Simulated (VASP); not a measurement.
# Rh (Fm-3m) in VASP: settings compared, part 2 of 2

VASP 6.6.1. The steps go on from the part before.

## 3. Relaxation of cell and atoms, PBEsol

Input file INCAR:

```
ALGO     = Normal         # electronic algorithm
EDIFF    = 1E-6           # SCF threshold, eV
EDIFFG   = -0.01          # ionic threshold
ENCUT    = 600            # plane-wave cutoff, eV
GGA      = PS             # functional
IBRION   = 2              # ionic algorithm
ISIF     = 3              # what is computed and relaxed
ISMEAR   = -1             # smearing method
LASPH    = T              # aspherical terms in the spheres
LCHARG   = F              # write CHGCAR
LREAL    = F              # projectors in reciprocal space
LWAVE    = F              # write WAVECAR
NELM     = 100            # most SCF steps
NSW      = 60             # ionic steps
PREC     = Accurate       # precision mode
SIGMA    = 0.05           # smearing width, eV
```

Input file KPOINTS:

```
k-points
0
Gamma
  12 12 12
```

Input file POSCAR:

```
Rh
1.0
    0.0000000000      1.8978500000      1.8978500000
    1.8978500000      0.0000000000      1.8978500000
    1.8978500000      1.8978500000      0.0000000000
Rh
1
Direct
    0.0000000000      0.0000000000      0.0000000000
```

Potentials or basis: VASP PAW PBE potentials, release 64 (Rh_pv).

Command:

```sh
$ cat potpaw_PBE.64/Rh_pv/POTCAR > POTCAR
$ mpirun -np 1 vasp_std > vasp.out
```

OUTCAR:

```text
EDIFF = 1E-6
   EDIFFG = -0.01
   ENCUT = 600
   GGA = PS
   IBRION = 2
   ISIF = 3
   ISMEAR = -1
   LASPH = T
   LREAL = F
   NELM = 100
   NSW = 60
   PREC = Accurate

 ion  position               nearest neighbor table
   1  0.000  0.000  0.000-

  LATTYP: Found a face centered cubic cell.
 ALAT       =     3.7957000000

  Lattice vectors:

 A1 = (   0.0000000000,   1.8978500000,   1.8978500000)
 A2 = (   1.8978500000,   0.0000000000,   1.8978500000)
 A3 = (   1.8978500000,   1.8978500000,   0.0000000000)

Analysis of symmetry for initial positions (statically):
[... 33 lines left out ...]
                                     Primitive cell

  volume of cell :      13.6715

  direct lattice vectors                    reciprocal lattice vectors
     0.000000000  1.897850000  1.897850000    -0.263456016  0.263456016  0.263456016
     1.897850000  0.000000000  1.897850000     0.263456016 -0.263456016  0.263456016
     1.897850000  1.897850000  0.000000000     0.263456016  0.263456016 -0.263456016

[... 214 lines left out ...]
 fundamental gap:      0.1271006349
 Fermi energy:        12.1208207661

 k-point     1 :       0.0000    0.0000    0.0000
  band No.  band energies     occupation
      1     -34.2779      2.00000
      2     -34.2779      2.00000
      3     -34.2779      2.00000
      4       3.9135      2.00000
      5       8.9095      2.00000
      6       8.9095      2.00000
      7       8.9095      2.00000
      8      11.0836      2.00000
      9      11.0836      2.00000
     10      28.0304      0.00000
     11      32.3834      0.00000
[... 309 lines left out ...]
 k-point    24 :      -0.4167    0.1667    0.0000
  band No.  band energies     occupation
      1     -34.9914      2.00000
      2     -34.5293      2.00000
      3     -34.4153      2.00000
      4       6.5285      2.00000
      5       8.2251      2.00000
      6       9.5286      2.00000
      7       9.9517      2.00000
      8      12.3690      0.01388
      9      16.2592      0.00000
     10      20.9686      0.00000
     11      28.1986      0.00000

 [... further k-points ...]
[... 5 lines left out ...]
  --------------------------------------------------------------------------------------
  -------------------------------------------------------------------------------------
  Total       -0.0041570     -0.0041570     -0.0041570      0.0000000     -0.0000000     -0.0000000
  in kB       -0.4937935     -0.4937935     -0.4937935      0.0000000     -0.0000000     -0.0000000
  external PRESSURE =      -0.4937935 kB  Pullay stress =       0.0000000 kB
[... 16 lines left out ...]
  FREE ENERGIE OF THE ION-ELECTRON SYSTEM (eV)
  ---------------------------------------------------
  free  energy   TOTEN  =        -8.1469160043 eV

  energy  without entropy=       -8.1389685790  energy(sigma->0) =       -8.14294229

 reached required accuracy - stopping structural energy minimisation
```

OSZICAR:

```text
N       E                     dE             d eps       ncg     rms          rms(c)
DAV:   1     0.123892053017E+03    0.12389E+03   -0.10413E+04  1584   0.163E+03
DAV:   2    -0.719343240743E+01   -0.13109E+03   -0.12581E+03  1626   0.410E+02
DAV:   3    -0.878025115423E+01   -0.15868E+01   -0.15797E+01  1836   0.510E+01
[... 21 lines left out ...]
DAV:   3    -0.814598105046E+01    0.10610E-02   -0.82480E-03  1779   0.120E+00    0.538E-01
DAV:   4    -0.814686363717E+01   -0.88259E-03   -0.20679E-03  1680   0.618E-01    0.550E-02
DAV:   5    -0.814692301492E+01   -0.59378E-04   -0.59041E-05  1858   0.959E-02    0.213E-02
DAV:   6    -0.814691642811E+01    0.65868E-05   -0.40791E-06  1650   0.321E-02    0.323E-03
DAV:   7    -0.814691600427E+01    0.42384E-06   -0.49875E-08   894   0.325E-03
   3 F= -.81469160E+01 E0= -.81429423E+01  d E =-.230012E-02
```

It took 25 s on 1 thread of Intel Xeon Platinum 8259CL at 2.50GHz (Skylake/Cascade Lake), shared host; peak memory 0.15 GiB.

What came out:

```yaml
Free_energy: -8.1469 eV
Relaxed_volume: 13.49 Å³/atom
Relaxed_cell: a = 2.672 Å, b = 2.672 Å, c = 2.672 Å, α = 60.00°, β = 60.00°, γ = 60.00°
Space_group_after_relaxing_to_0.05_Å: Fm-3m (No. 225)
Energy_gained_by_relaxing: 2.3 meV/atom
Ionic_steps: 3
Pressure_after_relaxing: 0.0 GPa
```

The path:
```tsv
step	energy change (eV)	largest force (eV/Å)	pressure (GPa)	volume (Å³)
1	0.0000	0.0000	-3.93	13.67
2	0.0139	0.0000	11.56	13.02
3	-0.0023	0.0000	-0.05	13.49
```

Final structure:
```xyz
1
Lattice="0.0000 1.8893 1.8893 1.8893 0.0000 1.8893 1.8893 1.8893 0.0000" Properties=species:S:1:pos:R:3 pbc="T T T"
Rh    0.0000    0.0000    0.0000
```

Caveat: the PAW data sets were made with another functional, which shifts forces and pressure a little.

## 4. Relaxation of cell and atoms, PBEsol+D3(BJ)

Input file INCAR:

```
PREC = Accurate
ENCUT = 600
EDIFF = 1E-6
ISMEAR = -1
SIGMA = 0.05
LREAL = F
LASPH = T
NELM = 60
ALGO = Normal
ISIF = 3
LWAVE = F
LCHARG = F
GGA = PS
IVDW = 12
IBRION = 2
NSW = 60
EDIFFG = -0.01
```

Input file KPOINTS:

```
regular mesh
0
Gamma
  12 12 12
```

POSCAR is that of step 3.

Command:

```sh
$ cat potpaw_PBE.64/Rh_pv/POTCAR > POTCAR
$ mpirun -np 1 vasp_std > vasp.out
```

It took 28 s on 1 thread of Intel Xeon Platinum 8259CL at 2.50GHz (Skylake/Cascade Lake), shared host; peak memory 0.16 GiB.

It converged, with:

- Free energy: -8.7749 eV
- Relaxed volume: 13.16 Å³/atom
- Relaxed cell: a = 2.650 Å, b = 2.650 Å, c = 2.650 Å, α = 60.00°, β = 60.00°, γ = 60.00°
- Space group after relaxing (to 0.05 Å): Fm-3m (No. 225)
- Energy gained by relaxing: 18.6 meV/atom
- Ionic steps: 4
- Pressure after relaxing: -0.1 GPa
- Dispersion energy per atom: -0.636 eV

Step by step:
```
step  energy change (eV)  largest force (eV/Å)  pressure (GPa)  volume (Å³)
   1              0.0000                0.0000          -11.17        13.67
   2              0.1372                0.0000           43.05        11.87
   3             -0.0186                0.0000           -0.43        13.18
   4             -0.0186                0.0000           -0.11        13.16
```

Final structure:
```
CELL_PARAMETERS angstrom
0.00000 1.87402 1.87402
1.87402 0.00000 1.87402
1.87402 1.87402 0.00000
ATOMIC_POSITIONS crystal
Rh 0.00000 0.00000 0.00000
```

Levels at points of the mesh, in eV from the Fermi level:
```
           k point  band 5  band 6  band 7  band 8  band 9  band 10
(0.00, 0.00, 0.00)   -3.34   -3.34   -3.34   -1.08   -1.08    15.88
(0.50, 0.00, 0.00)   -3.42   -3.42    0.59    0.60    0.60     9.03
(0.50, 0.50, 0.00)   -6.41    0.58    1.04    1.04    3.22    12.77
```

Caveat: the PAW data sets were made with another functional, which shifts forces and pressure a little; pairwise dispersion overbinds metals, which lowers pressure and volume.

## 5. The runs side by side

| task | level | cell | cutoff (eV) | gap on the mesh (eV) | pressure (GPa) | relaxed volume (Å³/atom) |
| --- | --- | --- | --- | --- | --- | --- |
| single point | PBEsol+D3(BJ) | as given | 520 | none | -11.1 | - |
| relaxation of cell and atoms | PBEsol | relaxed | 600 | none | 0.0 | 13.49 |
| relaxation of cell and atoms | PBEsol+D3(BJ) | relaxed | 600 | none | -0.1 | 13.16 |

Alike in all rows: potentials or basis VASP PAW PBE potentials, release 64 (Rh_pv); no spin polarisation; k mesh 12 × 12 × 12; smearing fermi-dirac 0.05 eV.

Caveats: the PAW data sets were made with another functional, which shifts forces and pressure a little; pairwise dispersion overbinds metals, which lowers pressure and volume (some runs); three body term missing (some runs).

Absolute energies hang on the potentials; compare differences alone.
